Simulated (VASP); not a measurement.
GaN:

```
CELL_PARAMETERS angstrom
3.32516 0.00000 0.00000
-1.66258 2.87968 0.00000
0.00000 0.00000 4.88057
ATOMIC_POSITIONS crystal
Ga 0.33333 0.66667 0.25000
Ga 0.66667 0.33333 0.75000
N 0.66667 0.33333 0.25000
N 0.33333 0.66667 0.75000
```

| Item | Value |
| --- | --- |
| Program | VASP 6.6.1 |
| Task | relaxation of cell and atoms |
| Functional | LDA |
| Potentials or basis | VASP PAW LDA potentials, release 64 (Ga_d, N) |
| Cutoff | 600 eV |
| k mesh | 12 × 12 × 6 |
| Occupations | fermi-dirac, width 0.02 eV |
| Spin | no spin polarisation |

At the start: pressure -10.1 GPa; volume 11.68 Å³/atom.

Task: How do energy, volume and symmetry change on relaxing?

Result: Over 10 steps the energy falls by 23.6 meV/atom and the volume is 10.91 Å³/atom (-6.6 %); space group P6_3/mmc (No. 194, to 0.1 Å) before and after.

Step by step:
```csv
step,energy change (eV),largest force (eV/Å),pressure (GPa),volume (Å³)
1,0.0000,0.0000,-10.09,46.73
2,0.0214,0.0000,13.21,41.93
3,-0.0811,0.0000,-0.40,44.38
4,-0.0811,0.0000,-0.19,44.33
5,-0.0873,0.0000,-0.12,44.12
6,-0.0942,0.0000,0.31,43.62
7,-0.0942,0.0000,0.40,43.55
8,-0.0942,0.0000,0.37,43.57
9,-0.0940,0.0000,-0.71,43.78
10,-0.0943,0.0000,0.01,43.64
```

Final structure:
```
Ga N
1.0
     3.28379    0.00000    0.00000
    -1.64189    2.84384    0.00000
     0.00000    0.00000    4.67343
Ga N
2 2
Direct
  0.33333 0.66667 0.25000
  0.66667 0.33333 0.75000
  0.66667 0.33333 0.25000
  0.33333 0.66667 0.75000
```
